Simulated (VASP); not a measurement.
The system is Si3C.

```
Si C
1.0
     2.65117    0.00000    0.00000
     0.00000    2.65117    0.00000
     0.00000    0.00000    7.10681
Si C
3 1
Direct
  0.00000 0.00000 0.83181
  0.50000 0.50000 0.50000
  0.00000 0.00000 0.16819
  0.50000 0.50000 0.00000
```

```yaml
Program: VASP 6.6.1
Task: relaxation of cell and atoms
Functional: PBE
Potentials_or_basis: VASP PAW PBE potentials, release 64 (Si, C)
Cutoff: 600 eV
k_mesh: 18 × 18 × 8
Occupations: gaussian, width 0.1 eV
Spin: no spin polarisation
```

At the start: pressure -0.1 GPa; volume 12.49 Å³/atom.

Task: Where does the relaxation end?

Result: Over 22 steps the energy falls by 37.7 meV/atom and the volume is 11.63 Å³/atom (-6.9 %); space group P4/mmm (No. 123, to 0.05 Å).

The path:
```
step  energy change (eV)  largest force (eV/Å)  pressure (GPa)  volume (Å³)
   1              0.0000                0.1377           -0.10        49.95
   2             -0.0137                0.1348           -0.49        49.89
   3             -0.0419                0.3275           -1.17        49.73
   4             -0.0710                0.5930           -2.17        49.31
   5             -0.0155                1.4387           -1.52        48.08
   6             -0.0686                0.9648           -2.10        49.00
   7             -0.0709                0.8707           -2.09        49.12
   8             -0.0737                0.8616           -2.12        49.07
   9             -0.0811                0.8347           -2.19        48.92
  10             -0.0940                0.7633           -2.41        48.62
  11             -0.1123                0.5792           -2.51        47.99
  12             -0.1133                0.4906           -2.41        47.79
  13             -0.1242                0.4224           -2.11        47.61
  14             -0.1473                0.1422           -1.13        47.06
  15             -0.1333                0.2505            1.49        45.94
  16             -0.1500                0.0612           -0.26        46.64
  17             -0.1505                0.0219           -0.50        46.75
  18             -0.1505                0.0134           -0.54        46.77
  19             -0.1508                0.0050           -0.32        46.69
  20             -0.1509                0.0324            0.00        46.56
  21             -0.1509                0.0241            0.01        46.55
  22             -0.1510                0.0011            0.05        46.51
```

Final structure:
```
Si C
1.0
     2.74948    0.00000    0.00000
     0.00000    2.74948    0.00000
     0.00000    0.00000    6.15287
Si C
3 1
Direct
  0.00000 0.00000 0.80884
  0.50000 0.50000 0.50000
  0.00000 0.00000 0.19116
  0.50000 0.50000 0.00000
```
